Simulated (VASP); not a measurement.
Input of a VASP 6.6.1 run:

The input POSCAR:

```
NaH
1.0
    0.0000000000      2.4369601029      2.3887082928
    2.4369601029      0.0000000000      2.3887082928
    2.4369601029      2.4369601029      0.0000000000
Na H
1 1
Direct
    0.0000000000      0.0000000000      0.0000000000
    0.5000000000      0.5000000000      0.5000000000
```

Contents of INCAR.step1:

```
SYSTEM = NaH
ALGO = Normal
EDIFF = 1E-4
ENCUT = 520
GGA = PE
ISMEAR = -1
LASPH = .TRUE.
LCHARG = .FALSE.
LREAL = .FALSE.
LWAVE = .TRUE.
NBANDS = 11
NELM = 60
PREC = Accurate
SIGMA = 0.2
```

File INCAR.step2:

```
SYSTEM = NaH
ALGO = Normal
EDIFF = 1E-7
ENCUT = 520
ISIF = 2
ISMEAR = -1
ISTART = 1
LASPH = .TRUE.
LCHARG = .FALSE.
LMIXTAU = .TRUE.
LREAL = .FALSE.
LWAVE = .FALSE.
METAGGA = R2SCAN
NBANDS = 11
NELM = 60
PREC = Accurate
SIGMA = 0.2
```

File KPOINTS:

```
k-points
0
G
  10 10 10
  0 0 0
```

Potentials or basis: VASP PAW PBE potentials, release 64 (Na_pv, H).

Command:

```console
$ cat potpaw_PBE.64/Na_pv/POTCAR potpaw_PBE.64/H/POTCAR > POTCAR
$ cp INCAR.step1 INCAR
$ mpirun -np 1 vasp_std > vasp.out
$ cp INCAR.step2 INCAR
$ mpirun -np 1 vasp_std > vasp.out
```

(1) What does it give for the band gap on the k mesh?

(2) Estimate the pressure.

Results:

(1) 4.35 eV, indirect (least direct gap 5.19 eV).

(2) -0.8 GPa.

Caveat: the PAW data sets were made with another functional, which shifts forces and pressure a little.
